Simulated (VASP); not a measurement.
# Al in VASP: settings compared

Al is run at these levels: PBEsol+D3(BJ), PBEsol+D4; tasks: single point.

All numbers are computed with VASP 6.6.1; they aren't measurements. Logs are shortened: lines on timing, memory, paths and dates and some standing lists are left out, and cuts for length are marked.

### 1 The cell of the first run

The typed cell holds 1 atom: a = 2.764 Å, b = 2.812 Å, c = 2.808 Å, α = 119.94°, β = 90.00°, γ = 119.52°.

### 2 Single point, PBEsol+D3(BJ)

INCAR reads:

```
ALGO     = Fast           # electronic algorithm
EDIFF    = 1E-6           # SCF threshold, eV
ENCUT    = 520            # plane-wave cutoff, eV
GGA      = PS             # functional
ISIF     = 2              # what is computed and relaxed
ISMEAR   = -1             # smearing method
IVDW     = 12             # dispersion correction
LASPH    = T              # aspherical terms in the spheres
LCHARG   = F              # write CHGCAR
LREAL    = F              # projectors in reciprocal space
LWAVE    = F              # write WAVECAR
NBANDS   = 8              # bands
NELM     = 100            # most SCF steps
PREC     = Accurate       # precision mode
SIGMA    = 0.05           # smearing width, eV
```

KPOINTS reads:

```
k-points
0
Gamma
  11 12 12
```

POSCAR reads:

```
Al
1.0
   -1.3891544682      1.9534339149      1.3763817845
    1.4140596723     -1.9640272730      1.4320162125
    1.3981359650      1.9861610264     -1.4080623042
Al
1
Direct
    0.0000000000      0.0000000000      0.0000000000
```

Potentials or basis: VASP PAW PBE potentials, release 64 (Al).

The run is started by

```bash
$ cat potpaw_PBE.64/Al/POTCAR > POTCAR
$ mpirun -np 1 vasp_std > vasp.out
```

OUTCAR:

```text
EDIFF = 1E-6
   ENCUT = 520
   GGA = PS
   ISIF = 2
   ISMEAR = -1
   IVDW = 12
   LASPH = T
   LREAL = F
   NELM = 100
   PREC = Accurate
 IVDW          = 12

 ion  position               nearest neighbor table
   1  0.000  0.000  0.000-

  LATTYP: Found a triclinic cell.
 ALAT       =     2.8085284043
 B/A-ratio  =     0.9996467007
 C/A-ratio  =     0.9841700880
 COS(alpha) =     0.0000546145
 COS(beta)  =     0.4908093386
 COS(gamma) =     0.4997585419

  Lattice vectors:

 A1 = (  -0.0249052041,   0.0105933581,  -2.8083979970)
 A2 = (   1.3981359650,   1.9861610264,  -1.4080623042)
 A3 = (   1.3891544682,  -1.9534339149,  -1.3763817845)

Analysis of symmetry for initial positions (statically):
=====================================================================
 Subroutine PRICEL returns:
 Original cell was already a primitive cell.

 Routine SETGRP: Setting up the symmetry group for a
 triclinic supercell.

 Subroutine GETGRP returns: Found  2 space group operations
 (whereof  2 operations were pure point group operations)
 out of a pool of  2 trial point group operations.

The static configuration has the point symmetry S_2 .

Analysis of symmetry for dynamics (positions and initial velocities):
=====================================================================
 Subroutine PRICEL returns:
 Original cell was already a primitive cell.

 Routine SETGRP: Setting up the symmetry group for a
 triclinic supercell.

 Subroutine GETGRP returns: Found  2 space group operations
 (whereof  2 operations were pure point group operations)
 out of a pool of  2 trial point group operations.

The dynamic configuration has the point symmetry S_2 .

 Subroutine INISYM returns: Found  2 space group operations
 (whereof  2 operations are pure point group operations),
 and found     1 'primitive' translations

----------------------------------------------------------------------------------------

                                     Primitive cell

  volume of cell :      15.5551

  direct lattice vectors                    reciprocal lattice vectors
    -1.389154468  1.953433915  1.376381784    -0.005062148  0.256716291  0.357088120
     1.414059672 -1.964027273  1.432016212     0.352571593  0.002034525  0.352955915
     1.398135965  1.986161026 -1.408062304     0.353621276  0.253009472 -0.002181596

  length of vectors
     2.764069647  2.812052332  2.807536153     0.439819060  0.498887508  0.434817846
[... 81 lines left out ...]
   EDIFFG = 0.1E-04   stopping-criterion for IOM
   NSW    =      0    number of steps for IOM
   IBRION =     -1    ionic relax: 0-MD 1-quasi-New 2-CG
   NFREE  =      0    steps in history (QN), initial steepest desc. (CG)
   ISIF   =      2    stress and relaxation
   ISYM   =      2    0-nonsym 1-usesym 2-fastsym
   POTIM  = 0.5000    time-step for ionic-motion
   TEBEG  =    0.0;   TEEND  =   0.0 temperature during run
   PSTRESS=    0.0 pullay stress
   NELECT =       3.0000    total number of electrons
   NUPDOWN=      -1.0000    fix difference up-down
   EMIN   =  10.00;   EMAX   =-10.00  energy-range for DOS
   EFERMI =   0.00;   METHOD = LEGACY
   ISMEAR =    -1;   SIGMA  =   0.05  broadening in eV -4-tet -1-fermi 0-gaus
   EFERMI_NEDOS =   21; number of points for ismear=-14 and -15
   IALGO  =     68    algorithm
   IMIX   =      4    mixing-type and parameters
     AMIX     =   0.40;   BMIX     =  1.00
     AMIX_MAG =   1.60;   BMIX_MAG =  1.00
  volume/ion in A,a.u.               =      15.56       104.97
  Fermi-wavevector in a.u.,A,eV,Ry     =   0.945855  1.787407 12.172346  0.894642
  Thomas-Fermi vector in A             =   2.073797
   LORBIT       =      0    0 simple, 1 ext, 2 COOP (PROOUT), +10 PAW based schemes
   GGA     = PS    functional components
   LHFCALC =     F    Hartree Fock is set to
   AEXX    =    0.0000 exact exchange contribution
   IVDW    =    12    specifies the selected vdW correction
   LEPSILON=     F    determine dielectric tensor
   LRPA    =     F    only Hartree local field effects (RPA)
 non-spin polarized calculation
 RMM-DIIS sequential band-by-band and
  energy-cutoff  :      520.00
  volume of cell :       15.56
 maximum number of plane-waves:       433
 NGX is ok and might be reduce to    24
   NGX = 11   NGY = 11   NGZ = 11

 number of electron       3.0000000 magnetization

 Free energy of the ion-electron system (eV)
  ---------------------------------------------------
  ext. energy  EPLUGINS =         0.00000000
  ---------------------------------------------------
  free energy    TOTEN  =        -4.09298444 eV

  energy without entropy =       -4.09059097  energy(sigma->0) =       -4.09178771

 E-fermi :   8.5444     XC(G=0): -10.4736

 val. band max:        8.5421351654   @ k =  -0.1818  -0.2500   0.4167
 cond. band min:       8.5579077639   @ k =  -0.2727   0.4167  -0.0000
 fundamental gap:      0.0157725984
 Fermi energy:         8.5444235946

 k-point     1 :       0.0000    0.0000    0.0000
  band No.  band energies     occupation
      1      -2.9657      2.00000
      2      21.3143      0.00000
      3      21.3672      0.00000
      4      21.8361      0.00000
      5      23.1459      0.00000
      6      23.4475      0.00000
      7      23.7300      0.00000
      8      25.5500      0.00000
[... 243 lines left out ...]
 k-point    24 :      -0.4545    0.1667    0.0000
  band No.  band energies     occupation
      1       1.1087      2.00000
      2       9.3386      0.00000
      3      13.7067      0.00000
      4      19.3838      0.00000
      5      21.3977      0.00000
      6      23.7908      0.00000
      7      26.4972      0.00000
      8      27.7263      0.00000

 [... further k-points ...]

------------------------ aborting loop because EDIFF is reached ----------------------------------------

 Edisp (eV)   -0.33705

 E8    (eV) :    -0.2270

  FORCE on cell =-STRESS in cart. coord.  units (eV):
  Direction    XX          YY          ZZ          XY          YZ          ZX
  --------------------------------------------------------------------------------------
  -------------------------------------------------------------------------------------
  Total       0.00887     0.00825     0.00628    -0.00161    -0.00175     0.00040
  in kB       0.91331     0.85011     0.64726    -0.16627    -0.18072     0.04146
  external pressure =        0.80 kB  Pullay stress =        0.00 kB

 VOLUME and BASIS-vectors are now :
 -----------------------------------------------------------------------------
  energy-cutoff  :      520.00
  volume of cell :       15.56
      direct lattice vectors                 reciprocal lattice vectors
    -1.389154468  1.953433915  1.376381784    -0.005062148  0.256716291  0.357088120
     1.414059672 -1.964027273  1.432016212     0.352571593  0.002034525  0.352955915
     1.398135965  1.986161026 -1.408062304     0.353621276  0.253009472 -0.002181596

 POSITION                                       TOTAL-FORCE (eV/Angst)
 -----------------------------------------------------------------------------------
      0.00000      0.00000      0.00000         0.000000      0.000000      0.000000
 -----------------------------------------------------------------------------------
    total drift:                                0.000000      0.000000      0.000000

  FREE ENERGIE OF THE ION-ELECTRON SYSTEM (eV)
  ---------------------------------------------------
  free  energy   TOTEN  =        -4.4300394057 eV

  energy  without entropy=       -4.4276459330  energy(sigma->0) =       -4.42884267
```

stdout:

```text
POSCAR found type information on POSCAR Al
 POSCAR found :  1 types and       1 ions
 scaLAPACK will be used
 -----------------------------------------------------------------------------
|                                                                             |
|                                                                             |
|     You enforced a specific xc type in the INCAR file but a different       |
|     I HOPE YOU KNOW WHAT YOU ARE DOING!                                     |
|                                                                             |
 -----------------------------------------------------------------------------

 LDA part: xc-table for (Slater+PW92), standard interpolation
 POSCAR, INCAR and KPOINTS ok, starting setup
 FFT: planning ... GRIDC
 FFT: planning ... GRID_SOFT
 FFT: planning ... GRID
 WAVECAR not read
 entering main loop
```

It took 74 s on 1 thread of Intel Xeon 8259CL, shared host; peak memory 0.21 GiB.

What came out:

* Free energy: -4.4300 eV
* Pressure: 0.1 GPa
* Band gap on the k mesh: zero (an odd number of electrons rules out a gap without spin polarisation)
* Dispersion energy per atom: -0.337 eV

Caveat: the PAW data sets were made with another functional, which shifts forces and pressure a little.

### 3 Single point, PBEsol+D4

This run uses another cell than the first one, of 15.81 Å³/atom.

INCAR reads:

```
SYSTEM = Al
ALGO = Fast ; EDIFF = 1E-6
ENCUT = 520 ; GGA = PS
ISIF = 2 ; ISMEAR = -1
IVDW = 13 ; LASPH = .True.
LCHARG = .False. ; LREAL = .False.
LWAVE = .False. ; NBANDS = 8
NELM = 60 ; PREC = Accurate
SIGMA = 0.05
```

KPOINTS reads:

```
k-points
0
Gamma
  11 12 12
  0 0 0
```

POSCAR reads:

```
Al
1.0
   -1.3959347631      1.9631463379      1.3838266289
    1.4209468669     -1.9747344439      1.4405992059
    1.4057549494      1.9977678664     -1.4166160819
Al
1
Direct
    0.0000000000      0.0000000000      0.0000000000
```

Potentials or basis: VASP PAW PBE potentials, release 64 (Al).

The run is started by

```bash
$ cat potpaw_PBE.64/Al/POTCAR > POTCAR
$ mpirun -np 1 vasp_std > vasp.out
```

OUTCAR:

```text
SYSTEM = Al
   EDIFF = 1E-6
   ENCUT = 520
   GGA = PS
   ISIF = 2
   ISMEAR = -1
   IVDW = 13
   LASPH = .True.
   LREAL = .False.
   NELM = 60
   PREC = Accurate

 ion  position               nearest neighbor table
   1  0.000  0.000  0.000-

  LATTYP: Found a triclinic cell.
 ALAT       =     2.8245603527
 B/A-ratio  =     0.9997419720
 C/A-ratio  =     0.9835330696
 COS(alpha) =     0.0000997596
 COS(beta)  =     0.4907565003
 COS(gamma) =     0.5001348050

  Lattice vectors:

 A1 = (  -0.0250121038,   0.0115881060,  -2.8244258348)
 A2 = (   1.4057549494,   1.9977678664,  -1.4166160819)
 A3 = (   1.3959347631,  -1.9631463379,  -1.3838266289)

Analysis of symmetry for initial positions (statically):
=====================================================================
 Subroutine PRICEL returns:
 Original cell was already a primitive cell.

 Routine SETGRP: Setting up the symmetry group for a
 triclinic supercell.

 Subroutine GETGRP returns: Found  2 space group operations
 (whereof  2 operations were pure point group operations)
 out of a pool of  2 trial point group operations.

The static configuration has the point symmetry S_2 .

Analysis of symmetry for dynamics (positions and initial velocities):
=====================================================================
 Subroutine PRICEL returns:
 Original cell was already a primitive cell.

 Routine SETGRP: Setting up the symmetry group for a
 triclinic supercell.

 Subroutine GETGRP returns: Found  2 space group operations
 (whereof  2 operations were pure point group operations)
 out of a pool of  2 trial point group operations.

The dynamic configuration has the point symmetry S_2 .

 Subroutine INISYM returns: Found  2 space group operations
 (whereof  2 operations are pure point group operations),
 and found     1 'primitive' translations

[... 114 lines left out ...]
  Fermi-wavevector in a.u.,A,eV,Ry     =   0.940753  1.777765 12.041372  0.885016
  Thomas-Fermi vector in A             =   2.068196
   LORBIT       =      0    0 simple, 1 ext, 2 COOP (PROOUT), +10 PAW based schemes
   GGA     = PS    functional components
   LHFCALC =     F    Hartree Fock is set to
   AEXX    =    0.0000 exact exchange contribution
   IVDW    =    13    specifies the selected vdW correction
   LEPSILON=     F    determine dielectric tensor
   LRPA    =     F    only Hartree local field effects (RPA)
 non-spin polarized calculation
 RMM-DIIS sequential band-by-band and
  energy-cutoff  :      520.00
  volume of cell :       15.81
 maximum number of plane-waves:       440
 NGX is ok and might be reduce to    24
   NGX = 11   NGY = 11   NGZ = 11

 number of electron       3.0000000 magnetization

 Free energy of the ion-electron system (eV)
  ---------------------------------------------------
  ext. energy  EPLUGINS =         0.00000000
  ---------------------------------------------------
  free energy    TOTEN  =        -4.09748464 eV

  energy without entropy =       -4.09510064  energy(sigma->0) =       -4.09629264

 E-fermi :   8.3648     XC(G=0): -10.4135

 val. band max:        8.3628796134   @ k =   0.4545  -0.4167   0.1667
 cond. band min:       8.3656659636   @ k =   0.1818  -0.1667   0.4167
 fundamental gap:      0.0027863502
 Fermi energy:         8.3648045392

 k-point     1 :       0.0000    0.0000    0.0000
  band No.  band energies     occupation
      1      -3.0262      2.00000
      2      21.0370      0.00000
      3      21.1016      0.00000
      4      21.5768      0.00000
      5      22.7417      0.00000
      6      23.0510      0.00000
      7      23.3428      0.00000
      8      25.2539      0.00000
[... 243 lines left out ...]
 k-point    24 :      -0.4545    0.1667   -0.0000
  band No.  band energies     occupation
      1       1.0089      2.00000
      2       9.1583      0.00000
      3      13.4787      0.00000
      4      19.0801      0.00000
      5      21.0776      0.00000
      6      23.4582      0.00000
      7      26.1153      0.00000
      8      27.3385      0.00000

 [... further k-points ...]

------------------------ aborting loop because EDIFF is reached ----------------------------------------

  DFT-D4 for vdW energy calculation

  Edisp (eV):   -0.20833

  FORCE on cell =-STRESS in cart. coord.  units (eV):
  Direction    XX          YY          ZZ          XY          YZ          ZX
  --------------------------------------------------------------------------------------
  -------------------------------------------------------------------------------------
  Total       0.00821     0.00840     0.00637     0.00031     0.00111    -0.00063
  in kB       0.83196     0.85138     0.64516     0.03098     0.11295    -0.06396
  external pressure =        0.78 kB  Pullay stress =        0.00 kB

 VOLUME and BASIS-vectors are now :
 -----------------------------------------------------------------------------
  energy-cutoff  :      520.00
  volume of cell :       15.81
      direct lattice vectors                 reciprocal lattice vectors
    -1.395934763  1.963146338  1.383826629    -0.005094534  0.255419598  0.355147316
     1.420946867 -1.974734444  1.440599206     0.350774913  0.002035638  0.350956275
     1.405754949  1.997767866 -1.416616082     0.351736872  0.251577676 -0.002082678

 POSITION                                       TOTAL-FORCE (eV/Angst)
 -----------------------------------------------------------------------------------
      0.00000      0.00000      0.00000         0.000000      0.000000      0.000000
 -----------------------------------------------------------------------------------
    total drift:                                0.000000     -0.000000     -0.000000

  FREE ENERGIE OF THE ION-ELECTRON SYSTEM (eV)
  ---------------------------------------------------
  free  energy   TOTEN  =        -4.3058097506 eV

  energy  without entropy=       -4.3034257519  energy(sigma->0) =       -4.30461775
```

OSZICAR:

```text
N       E                     dE             d eps       ncg     rms          rms(c)
DAV:   1    -0.262380707566E+01   -0.26238E+01   -0.89400E+02 12728   0.208E+02
DAV:   2    -0.411916255615E+01   -0.14954E+01   -0.14413E+01 17560   0.192E+01
DAV:   3    -0.412670258268E+01   -0.75400E-02   -0.75373E-02 16296   0.153E+00
DAV:   4    -0.412671983449E+01   -0.17252E-04   -0.17253E-04 19976   0.649E-02
DAV:   5    -0.412671987131E+01   -0.36825E-07   -0.36328E-07 16544   0.167E-03    0.147E+00
RMM:   6    -0.410928137731E+01    0.17438E-01   -0.12916E-03 12722   0.177E-01    0.851E-01
RMM:   7    -0.409746536635E+01    0.11816E-01   -0.39397E-03 14949   0.303E-01    0.142E-01
RMM:   8    -0.409748206258E+01   -0.16696E-04   -0.24648E-04 14234   0.935E-02    0.327E-02
RMM:   9    -0.409748586695E+01   -0.38044E-05   -0.35307E-05 14688   0.378E-02    0.150E-02
RMM:  10    -0.409748446084E+01    0.14061E-05   -0.54427E-06 14945   0.140E-02    0.268E-02
RMM:  11    -0.409748463694E+01   -0.17610E-06   -0.10905E-06 13219   0.616E-03
   1 F= -.43058098E+01 E0= -.43046178E+01  d E =-.238400E-02
```

Run time: 98 s. Hardware: 1 thread of Intel Xeon 8259CL, shared host; peak memory 0.2 GiB.

What came out:

```yaml
Free_energy: -4.3058 eV
Pressure: 0.1 GPa
Band_gap_on_the_k_mesh: zero (an odd number of electrons rules out a gap without spin polarisation)
Dispersion_energy_per_atom: -0.208 eV
```

Caveat: the PAW data sets were made with another functional, which shifts forces and pressure a little.
